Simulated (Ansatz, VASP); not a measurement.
Two plane-wave programs on NiO2

The input INCAR:

```
ALGO     = Normal         # electronic algorithm
EDIFF    = 1E-7           # SCF threshold, eV
ENCUT    = 520            # plane-wave cutoff, eV
GGA      = PS             # functional
ISIF     = 2              # what is computed and relaxed
ISMEAR   = 0              # smearing method
LASPH    = T              # aspherical terms in the spheres
LCHARG   = F              # write CHGCAR
LREAL    = F              # projectors in reciprocal space
LWAVE    = F              # write WAVECAR
NBANDS   = 18             # bands
NELM     = 80             # most SCF steps
PREC     = Accurate       # precision mode
SIGMA    = 0.05           # smearing width, eV
```

Contents of KPOINTS:

```
k-points
0
Gamma
  12 12 6
```

POSCAR

```
NiO2
1.0
    2.7134934025      0.0000000000      0.0000000000
   -1.3567467013      2.3499542196      0.0000000000
    0.0000000000      0.0000000000      5.2343287735
Ni O
1 2
Direct
    0.0000000000      0.0000000000      0.5000000000
    0.6666666667      0.3333333333      0.7002287663
    0.3333333333      0.6666666667      0.2997712337
```

Input for Ansatz:

```yaml
crystal:
  lattice:
    - [2.7134934025, 0.0, 0.0]
    - [-1.3567467013, 2.3499542196, 0.0]
    - [0.0, 0.0, 5.2343287735]
  atoms:
    - { symbol: Ni, position: [0.0, 0.0, 0.5] }
    - { symbol: O, position: [0.6666666667, 0.3333333333, 0.7002287663] }
    - { symbol: O, position: [0.3333333333, 0.6666666667, 0.2997712337] }
basis:
  ecutwfc: 520.0
kpoints:
  mp_grid: { grid: [12, 12, 6] }
hamiltonian:
  xc: pbesol
scf:
  occupations: { method: gaussian, width: 0.05 }
output:
  forces: true
  stress: true
  eigenvalues: true
```

Alike in both runs: task single point; functional PBEsol; k mesh 12 × 12 × 6; occupations gaussian, width 0.05 eV; no spin polarisation.

|  | VASP | Ansatz |
| --- | --- | --- |
| version | VASP 6.6.1 | Ansatz 0.2.0 |
| potentials or method | VASP PAW PBE potentials, release 64 (Ni, O), cutoff 520 eV | scalar-relativistic, plane waves, PAW |
| valence electrons in the cell | 22 | 30 |

|  | VASP | Ansatz | Ansatz less VASP |
| --- | --- | --- | --- |
| gap on the k mesh at the Fermi level (eV) | 1.13 | 1.16 | +0.023 |
| least direct gap on the mesh (eV) | 1.24 | 1.25 | +0.018 |
| pressure (GPa) | -3.8 | -4.4 | -0.61 |
| traceless stress, the component that is largest in VASP (GPa) | -10.72 | -10.73 | -0.015 |
| rms of the force components (eV/Å) | 0.670 | 0.711 | +0.0404 |

VASP's potentials were made for PBE, not for PBEsol. Atom by atom the forces differ by 0.040 eV/Å (rms over components). VASP's potentials hold 22 valence electrons a cell and Ansatz's 30, so a difference there can come from the potentials and not from the codes.
